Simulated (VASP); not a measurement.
Input of a VASP 6.6.1 run:

INCAR

```
PREC = Accurate ; ENCUT = 600
EDIFF = 1E-6 ; ISMEAR = -1
SIGMA = 0.1 ; LREAL = F
LASPH = T ; NELM = 120
ALGO = Normal ; ISIF = 2
LWAVE = F ; LCHARG = F
GGA = PS ; NBANDS = 11
GGA_COMPAT = F
```

File KPOINTS:

```
Automatic mesh
0
Gamma
  11 11 11
```

POSCAR

```
C
1.0
    1.2280290000      0.7090030000      3.3470110000
   -1.2280290000      0.7090030000      3.3470110000
    0.0000000000     -1.4180050000      3.3470110000
C
2
Direct
    0.8360000000      0.8360000000      0.8360000000
    0.1640000000      0.1640000000      0.1640000000
```

Potentials or basis: VASP PAW PBE potentials, release 64 (C).

Command:

```bash
$ cat potpaw_PBE.64/C/POTCAR > POTCAR
$ mpirun -np 1 vasp_std > vasp.out
```

Estimate the largest force.

0.871 eV/Å.

What does it give for the pressure?

1.4 GPa.

Forces in eV/Å, atoms in the order of the input:
```
C    0.000  0.000 -0.871
C    0.000  0.000  0.871
```

Caveat: this functional lacks dispersion, which binds layers or chains, so the pressure and a relaxed spacing across them are unreliable; the PAW data sets were made with another functional, which shifts forces and pressure a little.
